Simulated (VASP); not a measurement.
# SmO3 (Fm-3m) in VASP: notebook

Runs on SmO3. Level: PBE. Tasks: single point, relaxation of cell and atoms.

Everything below comes from runs of VASP 6.6.1. Logs are shortened: lines on timing, memory, paths and dates and some standing lists are left out, and cuts for length are marked.

## 1. The cell of the first run

The structure is cubic, space group Fm-3m (No. 225). The conventional cell has a = 5.666 Å, b = 5.666 Å, c = 5.666 Å, α = 90.00°, β = 90.00°, γ = 90.00°. Sm (site symmetry m-3m) has 14 O at 2.45 to 2.83 Å within 3.2 Å. Within 3.2 Å of O (site symmetry -43m) lie 4 Sm at 2.45 Å and 10 O at 2.45 to 2.83 Å. O (site symmetry m-3m) has 8 O at 2.45 Å and 6 Sm at 2.83 Å within 3.2 Å.

## 2. Single point, PBE

The input, INCAR:

```
SYSTEM = SmO3
PREC = Accurate
ENCUT = 520
EDIFF = 1E-6
ISMEAR = 0
SIGMA = 0.1
LREAL = .False.
LASPH = .True.
NELM = 60
ALGO = Normal
ISIF = 2
LWAVE = .False.
LCHARG = .False.
GGA = PE
NBANDS = 25
```

The input, KPOINTS:

```
Automatic mesh
0
Gamma
  6 6 6
  0 0 0
```

The input, POSCAR:

```
SmO3
1.0
    0.0000000000      2.8330841247      2.8330841247
    2.8330841247      0.0000000000      2.8330841247
    2.8330841247      2.8330841247      0.0000000000
Sm O
1 3
Direct
    0.0000000000      0.0000000000      0.0000000000
    0.2500000000      0.2500000000      0.2500000000
    0.7500000000      0.7500000000      0.7500000000
    0.5000000000      0.5000000000      0.5000000000
```

Potentials or basis: VASP PAW PBE potentials, release 64 (Sm, O).

Run with:

```sh
> cat potpaw_PBE.64/Sm/POTCAR potpaw_PBE.64/O/POTCAR > POTCAR
> mpirun -np 1 vasp_std > vasp.out
```

OUTCAR:

```text
SYSTEM = SmO3
   PREC = Accurate
   ENCUT = 520
   EDIFF = 1E-6
   ISMEAR = 0
   LREAL = .False.
   LASPH = .True.
   NELM = 60
   ISIF = 2
   GGA = PE

 ion  position               nearest neighbor table
   1  0.000  0.000  0.000-   3 2.45   3 2.45   3 2.45   2 2.45   3 2.45   2 2.45   2 2.45   2 2.45

   2  0.250  0.250  0.250-   1 2.45   1 2.45   1 2.45   1 2.45
   3  0.750  0.750  0.750-   1 2.45   1 2.45   1 2.45   1 2.45
   4  0.500  0.500  0.500-

  LATTYP: Found a face centered cubic cell.
 ALAT       =     5.6661682494

  Lattice vectors:

 A1 = (   0.0000000000,   2.8330841247,   2.8330841247)
 A2 = (   2.8330841247,   0.0000000000,   2.8330841247)
 A3 = (   2.8330841247,   2.8330841247,   0.0000000000)

Analysis of symmetry for initial positions (statically):
=====================================================================
 Subroutine PRICEL returns:
 Original cell was already a primitive cell.

 Routine SETGRP: Setting up the symmetry group for a
 face centered cubic supercell.

 Subroutine GETGRP returns: Found 48 space group operations
 (whereof 48 operations were pure point group operations)
 out of a pool of 48 trial point group operations.

The static configuration has the point symmetry O_h .

Analysis of symmetry for dynamics (positions and initial velocities):
=====================================================================
 Subroutine PRICEL returns:
 Original cell was already a primitive cell.

 Routine SETGRP: Setting up the symmetry group for a
 face centered cubic supercell.

 Subroutine GETGRP returns: Found 48 space group operations
 (whereof 48 operations were pure point group operations)
 out of a pool of 48 trial point group operations.

The dynamic configuration has the point symmetry O_h .

 Subroutine INISYM returns: Found 48 space group operations
 (whereof 48 operations are pure point group operations),
 and found     1 'primitive' translations

----------------------------------------------------------------------------------------

                                     Primitive cell

  volume of cell :      45.4787

  direct lattice vectors                    reciprocal lattice vectors
     0.000000000  2.833084125  2.833084125    -0.176486111  0.176486111  0.176486111
     2.833084125  0.000000000  2.833084125     0.176486111 -0.176486111  0.176486111
     2.833084125  2.833084125  0.000000000     0.176486111  0.176486111 -0.176486111

  length of vectors
     4.006585992  4.006585992  4.006585992     0.305682912  0.305682912  0.305682912

  position of ions in fractional coordinates (direct lattice)
     0.000000000  0.000000000  0.000000000
     0.250000000  0.250000000  0.250000000
     0.750000000  0.750000000  0.750000000
     0.500000000  0.500000000  0.500000000

  ion indices of the primitive-cell ions
   primitive index   ion index
                 1           1
                 2           2
                 3           3
                 4           4

----------------------------------------------------------------------------------------

 KPOINTS: Automatic mesh

Automatic generation of k-mesh.
 Grid dimensions read from file:
 generate k-points for:    6    6    6

 Generating k-lattice:

  Cartesian coordinates                     Fractional coordinates (reciprocal lattice)
    -0.029414352  0.029414352  0.029414352     0.166666667  0.000000000  0.000000000
     0.029414352 -0.029414352  0.029414352     0.000000000  0.166666667  0.000000000
     0.029414352  0.029414352 -0.029414352     0.000000000  0.000000000  0.166666667

  Length of vectors
     0.050947152  0.050947152  0.050947152

  Shift w.r.t. Gamma in fractional coordinates (k-lattice)
     0.000000000  0.000000000  0.000000000

 Subroutine IBZKPT returns following result:
 ===========================================

 Found     16 irreducible k-points:

 Following reciprocal coordinates:
            Coordinates               Weight
  0.000000  0.000000  0.000000      1.000000
  0.166667  0.000000  0.000000      8.000000
  0.333333  0.000000  0.000000      8.000000
  0.500000  0.000000  0.000000      4.000000
  0.166667  0.166667  0.000000      6.000000
  0.333333  0.166667  0.000000     24.000000
[... 8 lines left out ...]
 -0.333333  0.333333  0.166667     24.000000
 -0.333333  0.500000  0.166667     12.000000
   k-points           NKPTS =     16   k-points in BZ     NKDIM =     16   number of bands    NBANDS=     25
   number of dos      NEDOS =    301   number of ions     NIONS =      4
   total plane-waves  NPLWV =  27000
   dimension x,y,z NGX =    30 NGY =   30 NGZ =   30
   dimension x,y,z NGXF=    60 NGYF=   60 NGZF=   60
   ions per type =               1   3
   NGX,Y,Z   is equivalent  to a cutoff of  12.45, 12.45, 12.45 a.u.
   NGXF,Y,Z  is equivalent  to a cutoff of  24.90, 24.90, 24.90 a.u.
 SYSTEM =  SmO3
   PREC   = accura    normal or accurate (medium, high low for compatibility)
   ISTART =      0    job   : 0-new  1-cont  2-samecut
   ICHARG =      2    charge: 1-file 2-atom 10-const
   ISPIN  =      1    spin polarized calculation?
   LNONCOLLINEAR =      F non collinear calculations
   LSORBIT =      F    spin-orbit coupling
   LASPH  =      T    aspherical Exc in radial PAW
   ENCUT  =  520.0 eV  38.22 Ry    6.18 a.u.   7.45  7.45  7.45*2*pi/ulx,y,z
   NELM   =     60;   NELMIN=  2; NELMDL= -5     # of ELM steps
   EDIFF  = 0.1E-05   stopping-criterion for ELM
   LREAL  =      F    real-space projection
[... 7 lines left out ...]
   TEBEG  =    0.0;   TEEND  =   0.0 temperature during run
   PSTRESS=    0.0 pullay stress
   NELECT =      34.0000    total number of electrons
   NUPDOWN=      -1.0000    fix difference up-down
   EMIN   =  10.00;   EMAX   =-10.00  energy-range for DOS
   EFERMI =   0.00;   METHOD = LEGACY
   ISMEAR =     0;   SIGMA  =   0.10  broadening in eV -4-tet -1-fermi 0-gaus
   EFERMI_NEDOS =   21; number of points for ismear=-14 and -15
   IALGO  =     38    algorithm
   IMIX   =      4    mixing-type and parameters
     AMIX     =   0.40;   BMIX     =  1.00
     AMIX_MAG =   1.60;   BMIX_MAG =  1.00
  volume/ion in A,a.u.               =      11.37        76.73
  Fermi-wavevector in a.u.,A,eV,Ry     =   1.485816  2.807785 30.036887  2.207649
  Thomas-Fermi vector in A             =   2.599180
   LORBIT       =      0    0 simple, 1 ext, 2 COOP (PROOUT), +10 PAW based schemes
   GGA     = PE    functional components
   LHFCALC =     F    Hartree Fock is set to
   AEXX    =    0.0000 exact exchange contribution
   IVDW    =     0    specifies the selected vdW correction
   LEPSILON=     F    determine dielectric tensor
   LRPA    =     F    only Hartree local field effects (RPA)
 non-spin polarized calculation
 Gauss-broadening in eV      SIGMA  =   0.10
  energy-cutoff  :      520.00
  volume of cell :       45.48
 maximum number of plane-waves:      1243
 NGX is ok and might be reduce to    30
   NGX = 15   NGY = 15   NGZ = 15

 number of electron      34.0000019 magnetization

 Free energy of the ion-electron system (eV)
  ---------------------------------------------------
  ext. energy  EPLUGINS =         0.00000000
  ---------------------------------------------------
  free energy    TOTEN  =       -25.51032072 eV

  energy without entropy =      -25.34711163  energy(sigma->0) =      -25.42871618

 E-fermi :   2.6075     XC(G=0): -11.8832

 val. band max:        2.6059081683   @ k =   0.3333   0.0000   0.0000
 cond. band min:       2.6091613934   @ k =   0.3333   0.1667   0.0000
 fundamental gap:      0.0032532250
 Fermi energy:         2.6075163555

 k-point     1 :       0.0000    0.0000    0.0000
  band No.  band energies     occupation
      1     -35.8232      2.00000
      2     -15.4822      2.00000
      3     -15.0716      2.00000
      4     -15.0716      2.00000
      5     -15.0716      2.00000
      6     -13.4620      2.00000
[... 17 lines left out ...]
     24       8.1201      0.00000
     25       8.1201      0.00000

 k-point     2 :       0.1667    0.0000    0.0000
  band No.  band energies     occupation
      1     -35.8124      2.00000
      2     -16.1743      2.00000
      3     -15.0916      2.00000
      4     -15.0916      2.00000
      5     -14.3121      2.00000
      6     -13.5013      2.00000
[... 17 lines left out ...]
     24       8.7134      0.00000
     25       8.7134      0.00000

 k-point     3 :       0.3333    0.0000    0.0000
  band No.  band energies     occupation
      1     -35.7909      2.00000
      2     -16.7341      2.00000
      3     -15.1310      2.00000
      4     -15.1310      2.00000
      5     -14.1191      2.00000
      6     -13.1635      2.00000
[... 17 lines left out ...]
     24       9.8793      0.00000
     25       9.8793      0.00000

 k-point     4 :       0.5000    0.0000    0.0000
  band No.  band energies     occupation
      1     -35.7800      2.00000
      2     -16.9285      2.00000
      3     -15.1504      2.00000
      4     -15.1504      2.00000
      5     -14.1744      2.00000
      6     -13.2157      2.00000
[... 17 lines left out ...]
     24      10.4481      0.00000
     25      10.6196      0.00000

 k-point     5 :       0.1667    0.1667    0.0000
  band No.  band energies     occupation
      1     -35.8089      2.00000
      2     -16.2592      2.00000
      3     -15.1288      2.00000
      4     -15.1288      2.00000
      5     -14.0944      2.00000
      6     -13.6001      2.00000
[... 17 lines left out ...]
     24       8.4446      0.00000
     25       9.2047      0.00000

 k-point     6 :       0.3333    0.1667    0.0000
  band No.  band energies     occupation
      1     -35.7910      2.00000
      2     -16.6247      2.00000
      3     -15.3320      2.00000
      4     -15.1767      2.00000
      5     -13.7573      2.00000
      6     -13.3917      2.00000
[... 17 lines left out ...]
     24       9.2112      0.00000
     25       9.9896      0.00000

 k-point     7 :       0.5000    0.1667    0.0000
  band No.  band energies     occupation
      1     -35.7766      2.00000
      2     -16.7820      2.00000
      3     -15.6486      2.00000
      4     -15.1878      2.00000
      5     -13.6462      2.00000
      6     -13.2801      2.00000
[... 17 lines left out ...]
     24      10.2125      0.00000
     25      10.2177      0.00000

 k-point     8 :      -0.3333    0.1667    0.0000
  band No.  band energies     occupation
      1     -35.7802      2.00000
      2     -16.7214      2.00000
      3     -15.6892      2.00000
      4     -15.1513      2.00000
      5     -13.5440      2.00000
      6     -13.2502      2.00000
[... 17 lines left out ...]
     24       9.7872      0.00000
     25      10.4975      0.00000

 k-point     9 :      -0.1667    0.1667    0.0000
  band No.  band energies     occupation
      1     -35.7981      2.00000
      2     -16.4981      2.00000
      3     -15.3727      2.00000
      4     -15.1031      2.00000
      5     -13.7021      2.00000
      6     -13.4765      2.00000
[... 17 lines left out ...]
     24       9.0628      0.00000
     25       9.7424      0.00000

 k-point    10 :       0.3333    0.3333    0.0000
  band No.  band energies     occupation
      1     -35.7804      2.00000
      2     -16.7582      2.00000
      3     -15.2415      2.00000
      4     -15.2415      2.00000
      5     -13.8578      2.00000
      6     -13.6124      2.00000
[... 17 lines left out ...]
     24       9.1983      0.00000
     25       9.9737      0.00000

 k-point    11 :       0.5000    0.3333    0.0000
  band No.  band energies     occupation
      1     -35.7697      2.00000
      2     -16.7547      2.00000
      3     -15.6874      2.00000
      4     -15.2611      2.00000
      5     -13.7096      2.00000
      6     -13.4727      2.00000
[... 17 lines left out ...]
     24       9.7437      0.00000
     25       9.8184      0.00000

 k-point    12 :      -0.3333    0.3333    0.0000
  band No.  band energies     occupation
      1     -35.7695      2.00000
      2     -16.3864      2.00000
      3     -16.3387      2.00000
      4     -15.2166      2.00000
      5     -13.5071      2.00000
      6     -13.0502      2.00000
[... 17 lines left out ...]
     24       9.6518      0.00000
     25      10.4470      0.00000

 k-point    13 :       0.5000    0.5000    0.0000
  band No.  band energies     occupation
      1     -35.7662      2.00000
      2     -16.8832      2.00000
      3     -15.2972      2.00000
      4     -15.2972      2.00000
      5     -13.9787      2.00000
      6     -13.7628      2.00000
[... 17 lines left out ...]
     24       9.4601      0.00000
     25       9.6038      0.00000

 k-point    14 :       0.5000    0.3333    0.1667
  band No.  band energies     occupation
      1     -35.7767      2.00000
      2     -16.6639      2.00000
      3     -15.7599      2.00000
      4     -15.2568      2.00000
      5     -13.4211      2.00000
      6     -13.3284      2.00000
[... 17 lines left out ...]
     24       9.6145      0.00000
     25      10.2490      0.00000

 k-point    15 :      -0.3333    0.3333    0.1667
  band No.  band energies     occupation
      1     -35.7696      2.00000
      2     -16.5301      2.00000
      3     -16.1231      2.00000
      4     -15.3237      2.00000
      5     -13.4379      2.00000
      6     -13.0644      2.00000
[... 17 lines left out ...]
     24       9.8005      0.00000
     25      10.3441      0.00000

 k-point    16 :      -0.3333    0.5000    0.1667
  band No.  band energies     occupation
      1     -35.7661      2.00000
      2     -16.6242      2.00000
      3     -15.9244      2.00000
      4     -15.4382      2.00000
      5     -13.5487      2.00000
      6     -13.2825      2.00000
[... 17 lines left out ...]
     24       9.6356      0.00000
     25      10.1207      0.00000

------------------------ aborting loop because EDIFF is reached ----------------------------------------

  FORCE on cell =-STRESS in cart. coord.  units (eV):
  Direction    XX          YY          ZZ          XY          YZ          ZX
  --------------------------------------------------------------------------------------
  -------------------------------------------------------------------------------------
  Total       -4.2605872     -4.2605872     -4.2605872     -0.0000000      0.0000000      0.0000000
  in kB     -150.0968700   -150.0968700   -150.0968700     -0.0000000      0.0000000      0.0000000
  external PRESSURE =    -150.0968700 kB  Pullay stress =       0.0000000 kB

 VOLUME and BASIS-vectors are now :
 -----------------------------------------------------------------------------
  energy-cutoff  :      520.00
  volume of cell :       45.48
      direct lattice vectors                 reciprocal lattice vectors
     0.000000000  2.833084125  2.833084125    -0.176486111  0.176486111  0.176486111
     2.833084125  0.000000000  2.833084125     0.176486111 -0.176486111  0.176486111
     2.833084125  2.833084125  0.000000000     0.176486111  0.176486111 -0.176486111

 POSITION                                       TOTAL-FORCE (eV/Angst)
 -----------------------------------------------------------------------------------
      0.00000      0.00000      0.00000         0.000000     -0.000000      0.000000
      1.41654      1.41654      1.41654         0.000000      0.000000      0.000000
      4.24963      4.24963      4.24963        -0.000000     -0.000000     -0.000000
      2.83308      2.83308      2.83308         0.000000     -0.000000      0.000000
 -----------------------------------------------------------------------------------
    total drift:                                0.000000     -0.000000     -0.000000

  FREE ENERGIE OF THE ION-ELECTRON SYSTEM (eV)
  ---------------------------------------------------
  free  energy   TOTEN  =       -25.5103207241 eV

  energy  without entropy=      -25.3471116347  energy(sigma->0) =      -25.42871618
```

Wall time 84 s (1 thread of Intel Xeon Platinum 8488C (Sapphire Rapids), shared host); peak memory 0.18 GiB.

Results:

* Free energy: -25.5103 eV
* Pressure: -15.0 GPa
* Band gap on the k mesh: zero (band 17 reaches 2.69 eV, above the bottom of band 18 at 2.61 eV)

Caveat: spin-orbit coupling is left out, which moves the levels of the heavy elements; the run has no spin polarisation, though such a crystal can be magnetic; without U or exact exchange the open f shell lies at the Fermi level, which spoils levels, moments and volumes.

## 3. Relaxation of cell and atoms, PBE

This run uses another cell than the first one, of 14.95 Å³/atom, 1.315 times its volume.

The input, INCAR:

```
PREC = Accurate
ENCUT = 600
EDIFF = 1E-6
ISMEAR = 0
SIGMA = 0.1
LREAL = False
LASPH = True
NELM = 100
ALGO = Normal
ISIF = 3
LWAVE = False
LCHARG = False
GGA = PE
IBRION = 2
NSW = 90
EDIFFG = -0.04
```

The input, KPOINTS:

```
regular mesh
0
Gamma
  6 6 6
```

The input, POSCAR:

```
SmO3
1.0
    0.0000000000      3.1035236800      3.1035236800
    3.1035236800      0.0000000000      3.1035236800
    3.1035236800      3.1035236800      0.0000000000
Sm O
1 3
Direct
    0.0000000000      0.0000000000      0.0000000000
    0.2500000000      0.2500000000      0.2500000000
    0.7500000000      0.7500000000      0.7500000000
    0.5000000000      0.5000000000      0.5000000000
```

Potentials or basis: VASP PAW PBE potentials, release 64 (Sm, O).

Run with:

```sh
> cat potpaw_PBE.64/Sm/POTCAR potpaw_PBE.64/O/POTCAR > POTCAR
> mpirun -np 1 vasp_std > vasp.out
```

Run time: 7.7 min. Hardware: 1 thread of Intel Xeon Platinum 8488C (Sapphire Rapids), shared host; peak memory 0.23 GiB.

Results (log left out):

- Free energy: -25.8142 eV
- Relaxed volume: 10.14 Å³/atom
- Relaxed cell: a = 3.857 Å, b = 3.857 Å, c = 3.857 Å, α = 60.00°, β = 60.00°, γ = 60.00°
- Space group after relaxing (to 0.05 Å): Fm-3m (No. 225)
- Energy gained by relaxing: 597.1 meV/atom
- Ionic steps: 3
- Pressure after relaxing: 0.2 GPa
- Band gap on the k mesh: zero (band 17 reaches 3.81 eV, above the bottom of band 18 at 3.67 eV)

Step by step:
| step | energy change (eV) | largest force (eV/Å) | pressure (GPa) | volume (Å³) |
| --- | --- | --- | --- | --- |
| 1 | 0.0000 | 0.0000 | -27.35 | 59.79 |
| 2 | -2.3876 | 0.0000 | 1.12 | 40.32 |
| 3 | -2.3884 | 0.0000 | 0.23 | 40.56 |

Final structure:
```xyz
4
Lattice="0.0000 2.7271 2.7271 2.7271 0.0000 2.7271 2.7271 2.7271 0.0000" Properties=species:S:1:pos:R:3 pbc="T T T"
Sm    0.0000    0.0000    0.0000
O     1.3635    1.3635    1.3635
O     4.0906    4.0906    4.0906
O     2.7271    2.7271    2.7271
```

Levels at points of the mesh, in eV from the Fermi level:
| k point | band 15 | band 16 | band 17 | band 18 | band 19 | band 20 |
| --- | --- | --- | --- | --- | --- | --- |
| (0.00, 0.00, 0.00) | 0.01 | 0.01 | 0.13 | 0.13 | 0.13 | 0.18 |
| (0.50, 0.00, 0.00) | -0.48 | -0.03 | -0.03 | 0.02 | 0.04 | 0.10 |
| (0.50, 0.50, 0.00) | -0.53 | -0.53 | -0.12 | 0.10 | 0.10 | 0.19 |

Caveat: the electronic state changed during the relaxation; the volume moved by over 15 % at a fixed basis, so the end points are rough; spin-orbit coupling is left out, which moves the levels of the heavy elements; the run has no spin polarisation, though such a crystal can be magnetic; without U or exact exchange the open f shell lies at the Fermi level, which spoils levels, moments and volumes. With open d or f shells a metallic result of PBE can be an artefact of self-interaction; +U or a hybrid may open a gap.

(Part 1 of 2 ends here.)
